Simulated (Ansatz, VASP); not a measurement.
# One calculation of MgS, two programs

File POSCAR:

```
MgS
1.0
    0.0000000000      2.7779394421      2.7779394421
    2.7779394421      0.0000000000      2.7779394421
    2.7779394421      2.7779394421      0.0000000000
Mg S
1 1
Direct
    0.0000000000      0.0000000000      0.0000000000
    0.2500000000      0.2500000000      0.2500000000
```

Contents of INCAR.step1:

```
  PREC = Accurate
  ENCUT = 520
  EDIFF = 1E-5
  ISMEAR = 0
  SIGMA = 0.01
  LREAL = False
  LASPH = True
  NELM = 100
  ALGO = Normal
  ISIF = 2
  LWAVE = True
  GGA = PE
  NBANDS = 11
```

Contents of INCAR.step2:

```
  PREC = Accurate
  ENCUT = 520
  EDIFF = 1E-6
  ISMEAR = 0
  SIGMA = 0.01
  LREAL = False
  LASPH = True
  NELM = 100
  ALGO = Normal
  ISIF = 2
  LWAVE = False
  LCHARG = True
  GGA = PE
  LHFCALC = True
  HFSCREEN = 0.2079
  PRECFOCK = Normal
  LELF = True
  LVHAR = True
  ISTART = 1
  NBANDS = 11
```

Contents of KPOINTS:

```
Automatic mesh
0
Gamma
  6 6 6
```

Input for Ansatz:

```yaml
crystal:
  lattice:
    - [0.0, 2.7779394421, 2.7779394421]
    - [2.7779394421, 0.0, 2.7779394421]
    - [2.7779394421, 2.7779394421, 0.0]
  atoms:
    - { symbol: Mg, position: [0.0, 0.0, 0.0] }
    - { symbol: S, position: [0.25, 0.25, 0.25] }
kpoints:
  mp_grid: { grid: [6, 6, 6] }
  band_path:
    path:
      - [0.0, 0.0, 0.0]
      - [-0.5, -0.5, 0.0]
      - [-0.375, -0.375, 0.25]
      - [-0.375, 0.0, 0.375]
      - [0.0, 0.0, 0.5]
      - [-0.5, -0.25, 0.25]
    npoints: 1
hamiltonian:
  xc: hse06
scf:
  occupations: { method: fixed }
  n_extra_bands: 4
output:
  forces: true
  stress: true
  eigenvalues: true
```

Change from the starting cell: hydrostatic strain -1.9%.

Alike in both runs: task single point; functional HSE06; k mesh 6 × 6 × 6; no spin polarisation.

|  | VASP | Ansatz |
| --- | --- | --- |
| version | VASP 6.6.1 | Ansatz 0.2.0 |
| potentials or method | VASP PAW PBE potentials, release 64 (Mg, S) | plane waves, PAW |
| plane-wave cutoff (eV) | 520 | 420 |
| occupations | gaussian, width 0.01 eV | fixed |
| valence electrons in the cell | 8 | 16 |

|  | VASP | Ansatz | Ansatz less VASP |
| --- | --- | --- | --- |
| gap on the k mesh at the Fermi level (eV) | 4.81 | 4.82 | +0.007 |
| pressure (GPa) | 3.7 | 3.8 | +0.17 |

VASP's potentials hold 8 valence electrons a cell and Ansatz's 16, so a difference there can come from the potentials and not from the codes. Ansatz's warnings: stress exchange threshold loose, stress scf threshold loose.
